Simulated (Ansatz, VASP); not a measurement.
## Two plane-wave programs on Al

```
Al
1.0
     0.00000    2.01942    2.01942
     2.01942    0.00000    2.01942
     2.01942    2.01942    0.00000
Al
1
Direct
  0.50000 0.50000 0.50000
```

Alike in both runs: task relaxation of cell and atoms; functional PBE; k mesh 8 × 8 × 8; occupations gaussian, width 0.1 eV; no spin polarisation.

```csv
,VASP,Ansatz
version,VASP 6.6.1,Ansatz 0.2.0
potentials or method,"VASP PAW PBE potentials, release 64 (Al), cutoff 500 eV","scalar-relativistic, plane waves, PAW"
valence electrons in the cell,3,3
```

|  | VASP | Ansatz | Ansatz less VASP |
| --- | --- | --- | --- |
| gap on the k mesh at the Fermi level, each at its own relaxed structure (eV) | none | none | - |
| relaxed volume (Å³/atom) | 16.47 | 16.47 | 0.000 |
| relaxed cell length with the largest relative difference (Å) | 2.856 | 2.856 | 0.0000 |

A gap of «none» marks a metal or a gap that the smearing closes.

Noted on VASP's run: the relaxation stopped at its first step, so nothing moved.
